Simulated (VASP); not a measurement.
Wanted: the native input for a VASP 6.6.1 run.

| Item | Value |
| --- | --- |
| Task | single point |
| Functional | PBE |
| Potentials or basis | VASP PAW PBE potentials, release 64 (Rh_pv) |
| Cutoff | 520 eV |
| k mesh | 8 × 8 × 8 |
| Occupations | fermi-dirac, width 0.08 eV |
| Spin | no spin polarisation |
| Dipole correction | no |
| Further INCAR settings | ALGO = Normal; EDIFF = 1e-07; NBANDS = 14 |

The structure of Rh lies in POSCAR:

```
Rh
1.0
    0.0000000000      1.9015500000      1.9015500000
    1.9015500000      0.0000000000      1.9015500000
    1.9015500000      1.9015500000      0.0000000000
Rh
1
Direct
    0.0000000000      0.0000000000      0.0000000000
```

These files were run (other wordings do the same):

INCAR

```
PREC     = Accurate       # precision mode
ENCUT    = 520            # plane-wave cutoff, eV
EDIFF    = 1E-7           # SCF threshold, eV
ISMEAR   = -1             # smearing method
SIGMA    = 0.08           # smearing width, eV
LREAL    = F              # projectors in reciprocal space
LASPH    = T              # aspherical terms in the spheres
NELM     = 60             # most SCF steps
ALGO     = Normal         # electronic algorithm
ISIF     = 2              # what is computed and relaxed
LWAVE    = F              # write WAVECAR
LCHARG   = F              # write CHGCAR
GGA      = PE             # functional
NBANDS   = 14             # bands
```

KPOINTS

```
Automatic mesh
0
Gamma
  8 8 8
```

Potentials or basis: VASP PAW PBE potentials, release 64 (Rh_pv).

Run with:

```bash
$ cat potpaw_PBE.64/Rh_pv/POTCAR > POTCAR
$ mpirun -np 1 vasp_std > vasp.out
```

It gave:

```
Pressure : 6.9 GPa
```

Run time: 10 s on 1 thread of Intel Xeon 8259CL (shared host), peak memory 0.12 GiB.
